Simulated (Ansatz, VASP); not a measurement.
# CaO in VASP and in Ansatz

```xyz
2
Lattice="0.0000 2.4870 2.4870 2.4870 0.0000 2.4870 2.4870 2.4870 0.0000" Properties=species:S:1:pos:R:3 pbc="T T T"
Ca    0.0000    0.0000    0.0000
O     2.4870    2.4870    2.4870
```

Change from the starting cell: hydrostatic strain +3.7%.

Alike in both runs: task single point; functional PBE; k mesh 10 × 10 × 10; occupations fermi-dirac, width 0.02 eV; no spin polarisation.

|  | VASP | Ansatz |
| --- | --- | --- |
| version | VASP 6.6.1 | Ansatz 0.2.0 |
| potentials or method | VASP PAW PBE potentials, release 64 (Ca_sv, O) | plane waves, PAW |
| plane-wave cutoff (eV) | 520 | 420 |
| valence electrons in the cell | 16 | 16 |

```csv
,VASP,Ansatz,Ansatz less VASP
gap on the k mesh at the Fermi level (eV),3.64,3.66,+0.015
pressure (GPa),-7.3,-7.6,-0.37
```

With one functional, cell and mesh, what is left measures potentials, basis and numerics.
